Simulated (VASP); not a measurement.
# Ge4S in VASP: relaxation of the atoms with PBE

Aim: the relaxation of the atoms of Ge4S with PBE.

Program: VASP 6.6.1. These are calculated values, not measurements. Logs are shortened: lines on timing, memory, paths and dates and some standing lists are left out, and cuts for length are marked.

### 1 The cell of the first run

The cell holds a slab with vacuum, 5 atoms: a = 4.074 Å, b = 4.074 Å, c = 19.856 Å, α = 90.00°, β = 90.00°, γ = 90.00°.

### 2 Relaxation of the atoms, PBE

INCAR reads:

```
PREC = Accurate
ENCUT = 520
EDIFF = 1E-7
ISMEAR = 0
SIGMA = 0.1
LREAL = F
LASPH = T
NELM = 100
ALGO = Fast
ISIF = 2
LWAVE = F
LCHARG = F
LDIPOL = T
IDIPOL = 3
DIPOL = 0.5 0.5 0.341
GGA = PE
IBRION = 2
NSW = 36
EDIFFG = -0.025
```

KPOINTS reads:

```
regular mesh
0
Gamma
  7 7 1
```

POSCAR reads:

```
Ge4S
1.0
    4.0740542171      0.0000000000      0.0000000000
    0.0000000000      4.0740542171      0.0000000000
    0.0000000000      0.0000000000     19.8557569412
Ge S
4 1
Selective dynamics
Direct
    0.0000000000      0.5000000000      0.2014529092  F F F
    0.0000000000      0.0000000000      0.2739958843  F F F
    0.5000000000      0.0000000000      0.3493666172  F F F
    0.5000000000      0.5000000000      0.4208228861  F F F
    1.0000000000      0.5000000000      0.4584459964  F F T
```

Potentials or basis: VASP PAW PBE potentials, release 64 (Ge_d, S).

Started as:

```sh
$ cat potpaw_PBE.64/Ge_d/POTCAR potpaw_PBE.64/S/POTCAR > POTCAR
$ mpirun -np 1 vasp_std > vasp.out
```

OUTCAR:

```text
PREC = Accurate
   ENCUT = 520
   EDIFF = 1E-7
   ISMEAR = 0
   LREAL = F
   LASPH = T
   NELM = 100
   ISIF = 2
   GGA = PE
   IBRION = 2
   NSW = 36
   EDIFFG = -0.025

 ion  position               nearest neighbor table
   1  0.000  0.500  0.201-   2 2.49   2 2.49
   2  0.000  0.000  0.274-   1 2.49   1 2.49   3 2.53   3 2.53
   3  0.500  0.000  0.349-   4 2.48   4 2.48   2 2.53   2 2.53
   4  0.500  0.500  0.421-   5 2.17   5 2.17   3 2.48   3 2.48
   5  0.000  0.500  0.458-   4 2.17   4 2.17

  LATTYP: Found a simple tetragonal cell.
 ALAT       =     4.0740542171
 C/A-ratio  =     4.8737095490

  Lattice vectors:

 A1 = (   4.0740542171,   0.0000000000,   0.0000000000)
 A2 = (   0.0000000000,   4.0740542171,   0.0000000000)
 A3 = (   0.0000000000,   0.0000000000,  19.8557569412)

Analysis of symmetry for initial positions (statically):
=====================================================================
 Subroutine PRICEL returns:
 Original cell was already a primitive cell.

 Routine SETGRP: Setting up the symmetry group for a
 simple tetragonal supercell.

 Subroutine GETGRP returns: Found  4 space group operations
 (whereof  4 operations were pure point group operations)
 out of a pool of 16 trial point group operations.

The static configuration has the point symmetry C_2v.

Analysis of symmetry for dynamics (positions and initial velocities):
=====================================================================
 Subroutine PRICEL returns:
 Original cell was already a primitive cell.

 Routine SETGRP: Setting up the symmetry group for a
 simple tetragonal supercell.

 Subroutine GETGRP returns: Found  4 space group operations
 (whereof  4 operations were pure point group operations)
 out of a pool of 16 trial point group operations.

The dynamic configuration has the point symmetry C_2v.

Analysis of constrained symmetry for selective dynamics:
=====================================================================
 Subroutine PRICEL returns:
 Original cell was already a primitive cell.

 Routine SETGRP: Setting up the symmetry group for a
 simple tetragonal supercell.

 Subroutine GETGRP returns: Found  4 space group operations
 (whereof  4 operations were pure point group operations)
 out of a pool of 16 trial point group operations.

[... 110 lines left out ...]
   EMIN   =  10.00;   EMAX   =-10.00  energy-range for DOS
   EFERMI =   0.00;   METHOD = LEGACY
   ISMEAR =     0;   SIGMA  =   0.10  broadening in eV -4-tet -1-fermi 0-gaus
   EFERMI_NEDOS =   21; number of points for ismear=-14 and -15
   IALGO  =     68    algorithm
   IMIX   =      4    mixing-type and parameters
     AMIX     =   0.40;   BMIX     =  1.00
     AMIX_MAG =   1.60;   BMIX_MAG =  1.00
  volume/ion in A,a.u.               =      65.91       444.80
  Fermi-wavevector in a.u.,A,eV,Ry     =   0.938049  1.772655 11.972247  0.879935
  Thomas-Fermi vector in A             =   2.065221
   LORBIT       =      0    0 simple, 1 ext, 2 COOP (PROOUT), +10 PAW based schemes
   GGA     = PE    functional components
   LHFCALC =     F    Hartree Fock is set to
   AEXX    =    0.0000 exact exchange contribution
   IVDW    =     0    specifies the selected vdW correction
   LEPSILON=     F    determine dielectric tensor
   LRPA    =     F    only Hartree local field effects (RPA)
 conjugate gradient relaxation of ions
 non-spin polarized calculation
 RMM-DIIS sequential band-by-band and
 Gauss-broadening in eV      SIGMA  =   0.10
  energy-cutoff  :      520.00
  volume of cell :      329.56
 maximum number of plane-waves:      8917
   NGX = 15   NGY = 15   NGZ = 73

 dipolmoment           0.000000      0.000000     -0.138945 electrons x Angstroem

--------------------------------------- Ionic step        1  -------------------------------------------

 number of electron      61.9999941 magnetization

 Free energy of the ion-electron system (eV)
  ---------------------------------------------------
  ext. energy  EPLUGINS =         0.00000000
  ---------------------------------------------------
  free energy    TOTEN  =       -20.11818029 eV

  energy without entropy =      -20.09926687  energy(sigma->0) =      -20.10872358

------------------------ aborting loop because EDIFF is reached ----------------------------------------

  FORCE on cell =-STRESS in cart. coord.  units (eV):
  Direction    XX          YY          ZZ          XY          YZ          ZX
  --------------------------------------------------------------------------------------
  -------------------------------------------------------------------------------------
  Total        2.9290208      1.6195570      2.0770712      0.0000000      0.0000000      0.0000000
  in kB       14.2394422      7.8734805     10.0976871      0.0000000      0.0000000      0.0000000
  external PRESSURE =      10.7368699 kB  Pullay stress =       0.0000000 kB
[... 143 lines left out ...]
--------------------------------------- Ionic step        5  -------------------------------------------

 number of electron      61.9999942 magnetization

 dipolmoment           0.000000      0.000000      0.076602 electrons x Angstroem

 Free energy of the ion-electron system (eV)
  ---------------------------------------------------
  ext. energy  EPLUGINS =         0.00000000
  ---------------------------------------------------
  free energy    TOTEN  =       -20.73458743 eV

  energy without entropy =      -20.71357949  energy(sigma->0) =      -20.72408346

 E-fermi :  -2.1338     XC(G=0):  -4.1907

 val. band max:       -2.1610828125   @ k =   0.4286   0.1429   0.0000
 cond. band min:      -2.1117637317   @ k =   0.0000   0.1429   0.0000
 fundamental gap:      0.0493190808
 Fermi energy:        -2.1337567724

 k-point     1 :       0.0000    0.0000    0.0000
  band No.  band energies     occupation
      1     -26.9591      2.00000
      2     -26.9505      2.00000
      3     -26.9470      2.00000
      4     -26.9165      2.00000
      5     -26.8857      2.00000
      6     -26.4060      2.00000
[... 629 lines left out ...]
     36       1.5636      0.00000
     37       3.7662      0.00000

------------------------ aborting loop because EDIFF is reached ----------------------------------------

 vacuum level on the upper side and lower side of the slab       (xc-potential included)         0.399        -0.414

  FORCE on cell =-STRESS in cart. coord.  units (eV):
  Direction    XX          YY          ZZ          XY          YZ          ZX
  --------------------------------------------------------------------------------------
  -------------------------------------------------------------------------------------
  Total       -6.6216799      1.0309245      0.3209443      0.0000000      0.0000000      0.0000000
  in kB      -32.1913143      5.0118422      1.5602716      0.0000000      0.0000000      0.0000000
  external PRESSURE =      -8.5397335 kB  Pullay stress =       0.0000000 kB
[... 20 lines left out ...]
  FREE ENERGIE OF THE ION-ELECTRON SYSTEM (eV)
  ---------------------------------------------------
  free  energy   TOTEN  =       -20.7345874300 eV

  energy  without entropy=      -20.7135794922  energy(sigma->0) =      -20.72408346

 reached required accuracy - stopping structural energy minimisation

 vacuum level on the upper side and lower side of the slab         3.764         2.929
```

It took 24 min on 1 thread of Oxide Virtual Turin-like, shared host; peak memory 0.42 GiB.

Results:

```yaml
Free_energy: -20.7346 eV
Energy_gained_by_relaxing: 123.3 meV/atom
Ionic_steps: 5
Band_gap_on_the_k_mesh: zero (bands 31 and 32 overlap by 0.62 eV)
```

The path:
```
step  energy change (eV)  largest force on free atoms (eV/Å)  pressure (GPa)
   1              0.0000                              2.0924            1.07
   2             -0.1995                              1.8513            0.64
   3             -0.5849                              0.5627           -0.52
   4             -0.6149                              0.1311           -0.93
   5             -0.6164                              0.0123           -0.85
```

Final structure:
```
Ge S
1.0
     4.07405    0.00000    0.00000
     0.00000    4.07405    0.00000
     0.00000    0.00000   19.85576
Ge S
4 1
Direct
  0.00000 0.50000 0.20145
  0.00000 0.00000 0.27400
  0.50000 0.00000 0.34937
  0.50000 0.50000 0.42082
  0.00000 0.50000 0.48418
```
